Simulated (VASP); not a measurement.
Input of a VASP 6.6.1 run:

The input INCAR:

```
PREC = Accurate
ENCUT = 520
EDIFF = 1E-6
ISMEAR = 0
SIGMA = 0.05
LREAL = False
LASPH = True
NELM = 100
ALGO = Normal
ISIF = 2
LWAVE = False
LCHARG = False
GGA = PE
NBANDS = 16
```

File KPOINTS:

```
Automatic mesh
0
Gamma
  12 12 6
```

File POSCAR:

```
Si
1.0
    3.9946794941      0.0000000000      0.0000000000
   -1.9973397471      3.4594939219      0.0000000000
    0.0000000000      0.0000000000      5.9153213949
Si
4
Direct
    0.3333333333      0.6666666667      0.0770726086
    0.6666666667      0.3333333333      0.5770726086
    0.3333333333      0.6666666667      0.4229273914
    0.6666666667      0.3333333333      0.9229273914
```

Potentials or basis: VASP PAW PBE potentials, release 64 (Si).

Launch:

```sh
$ cat potpaw_PBE.64/Si/POTCAR > POTCAR
$ mpirun -np 1 vasp_std > vasp.out
```

Problem. Predict the largest force.

Solution. 5.564 eV/Å.

Problem. Predict the band gap on the k mesh.

Solution. Zero (bands 8 and 9 overlap by 0.34 eV).

Problem. What does it give for the pressure?

Solution. 6.7 GPa.

Stress tensor (GPa, compression positive):
```
-9.63  0.00  0.00
 0.00 -9.63  0.00
 0.00  0.00 39.48
```

Caveat: the stress differs along the axes, from -10 to 39 GPa; semilocal functionals underestimate gaps, and a narrow one can read as zero; forces of over 1 eV/Å act on the atoms, so gaps and moduli don't describe the material at rest.
